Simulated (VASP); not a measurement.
Set up this calculation in VASP 6.6.1, as the native input.

* Task: single point
* Functional: PBE
* Potentials or basis: VASP PAW PBE potentials, release 64 (Ca_sv, O)
* Cutoff: 520 eV
* k mesh: 10 × 10 × 10
* Occupations: fermi-dirac, width 0.02 eV
* Spin: no spin polarisation
* Dipole correction: no
* Further INCAR settings: ALGO = Normal; EDIFF = 1e-06; NBANDS = 15

The structure of CaO lies in POSCAR:

```
CaO
1.0
    0.0000000000      2.3148346397      2.4435512815
    2.3148346397      0.0000000000      2.4435512815
    2.3148346397      2.3148346397      0.0000000000
Ca O
1 1
Direct
    0.0000000000      0.0000000000      0.0000000000
    0.5000000000      0.5000000000      0.5000000000
```

This cell differs from its parent crystal: epitaxial xy strain -3.5%.

The input as run:

INCAR

```
SYSTEM = CaO
PREC = Accurate ; ENCUT = 520
EDIFF = 1E-6 ; ISMEAR = -1
SIGMA = 0.02 ; LREAL = .False.
LASPH = .True. ; NELM = 100
ALGO = Normal ; ISIF = 2
LWAVE = .False. ; LCHARG = .False.
GGA = PE ; NBANDS = 15
```

KPOINTS

```
Automatic mesh
0
Gamma
  10 10 10
  0 0 0
```

Potentials or basis: VASP PAW PBE potentials, release 64 (Ca_sv, O).

Launch:

```sh
$ cat potpaw_PBE.64/Ca_sv/POTCAR potpaw_PBE.64/O/POTCAR > POTCAR
$ mpirun -np 1 vasp_std > vasp.out
```

It gave:

```yaml
Pressure: 10.7 GPa
Band_gap_on_the_k_mesh: 3.52 eV, indirect (least direct gap 3.90 eV)
```

Caveat: the cell differs from its parent crystal (epitaxial xy strain -3.5%).

Run time: 48 s on 1 thread of Intel(R) Xeon(R) Platinum 8259CL CPU @ 2.50GHz (Skylake/Cascade Lake), on a shared host, peak memory 0.18 GiB.
